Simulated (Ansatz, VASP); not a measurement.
**MnSb: VASP beside Ansatz**

```xyz
4
Lattice="4.1500 0.0000 0.0000 -2.0750 3.5940 0.0000 0.0000 0.0000 5.7800" Properties=species:S:1:pos:R:3 pbc="T T T"
Mn    0.0000    0.0000    0.0000
Mn    0.0000    0.0000    2.8900
Sb    0.0000    2.3960    1.4450
Sb    2.0750    1.1980    4.3350
```

Alike in both runs: task single point; functional PBEsol; k mesh 9 × 9 × 6; occupations fermi-dirac, width 0.1 eV; collinear spin.

```csv
,VASP,Ansatz
version,VASP 6.6.1,Ansatz 0.2.0
potentials or method,"VASP PAW PBE potentials, release 64 (Mn_pv, Sb), cutoff 520 eV","all-electron LAPW, scalar-relativistic"
```

Ansatz gave:

- pressure (GPa): -7.2
- traceless stress, the component that is largest in VASP (GPa): -0.77
- net moment per atom (μB): 1.67
- size of the moment on the site where the two differ most (μB): 3.47

Which values does VASP return?

Pressure (GPa): -7.1; traceless stress, the component that is largest in VASP (GPa): -0.76; net moment per atom (μB): 1.66; size of the moment on the site where the two differ most (μB): 3.37.

VASP's potentials were made for PBE, not for PBEsol. Site moments also hang on the region over which each program counts them. Ansatz ran all-electron here, and VASP with PAW potentials.

Spin-orbit coupling is off throughout.
